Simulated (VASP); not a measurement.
P, 2 atoms in the cell. It takes space group R-3m (No. 166, trigonal). Conventional cell: a = 3.451 Å, b = 3.451 Å, c = 8.930 Å, α = 90.00°, β = 90.00°, γ = 120.00°. Within 3.1 Å of P (site symmetry 3m) lie 6 P at 2.31 to 2.69 Å. 

```yaml
Program: VASP 6.6.1
Task: single point
Functional: PBE
Dispersion: D3(BJ)
Potentials_or_basis: VASP PAW PBE potentials, release 64 (P)
Cutoff: 520 eV
k_mesh: 16 × 16 × 16
Occupations: gaussian, width 0.05 eV
Spin: no spin polarisation
Dipole_correction: no
Further_INCAR_settings: ALGO = Normal; EDIFF = 1e-06; NBANDS = 12
```

Potentials or basis: VASP PAW PBE potentials, release 64 (P).

The run is started by

```bash
$ cat potpaw_PBE.64/P/POTCAR > POTCAR
$ mpirun -np 1 vasp_std > vasp.out
```

Hardware: 1 thread of AMD EPYC 9R45 96-Core Processor (Zen 5), with other jobs on the host.

Question: Estimate the wall time of this run.

Answer: It took 61 s on 1 thread of AMD EPYC 9R45 96-Core Processor (Zen 5), on a shared host, peak memory 0.22 GiB. Counts: scf iterations 11, k points 417.
